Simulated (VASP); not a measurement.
A run of VASP 6.6.1 is set up as follows.

INCAR

```
SYSTEM = SnO
PREC     = Accurate       ! precision mode
ENCUT    = 520            ! plane-wave cutoff, eV
EDIFF    = 1E-6           ! SCF threshold, eV
ISMEAR   = 0              ! smearing method
SIGMA    = 0.15           ! smearing width, eV
LREAL    = .False.        ! projectors in reciprocal space
LASPH    = .True.         ! aspherical terms in the spheres
NELM     = 60             ! most SCF steps
ALGO     = Normal         ! electronic algorithm
ISIF     = 2              ! what is computed and relaxed
LWAVE    = .False.        ! write WAVECAR
LCHARG   = .False.        ! write CHGCAR
NBANDS   = 28             ! bands
```

The input KPOINTS:

```
regular mesh
0
Gamma
  12 12 10
  0 0 0
```

Contents of POSCAR:

```
SnO
1.0
    3.7115487587      0.0000000000      0.0000000000
    0.0000000000      3.7115487587      0.0000000000
    0.0000000000      0.0000000000      5.1787239829
Sn O
2 2
Direct
    0.0000000000      0.5000000000      0.2457459271
    0.5000000000      0.0000000000      0.7542540729
    0.0000000000      0.0000000000      0.0000000000
    0.5000000000      0.5000000000      0.0000000000
```

Potentials or basis: VASP PAW LDA potentials, release 64 (Sn_d, O).

Command:

```sh
$ cat potpaw_LDA.64/Sn_d/POTCAR potpaw_LDA.64/O/POTCAR > POTCAR
$ mpirun -np 1 vasp_std > vasp.out
```

What does it give for the pressure?

-5.5 GPa.

What does it give for the largest force?

1.742 eV/Å.

Predict the band gap on the k mesh.

zero (band 20 reaches 6.80 eV, above the bottom of band 21 at 6.41 eV).

Forces on the atoms (eV/Å):
```
Sn   0.000  0.000 -1.742
Sn   0.000  0.000  1.742
O    0.000  0.000  0.000
O    0.000  0.000  0.000
```

Caveat: spin-orbit coupling is left out, which moves the levels of the heavy elements; forces of over 1 eV/Å act on the atoms, so gaps and moduli don't describe the material at rest.
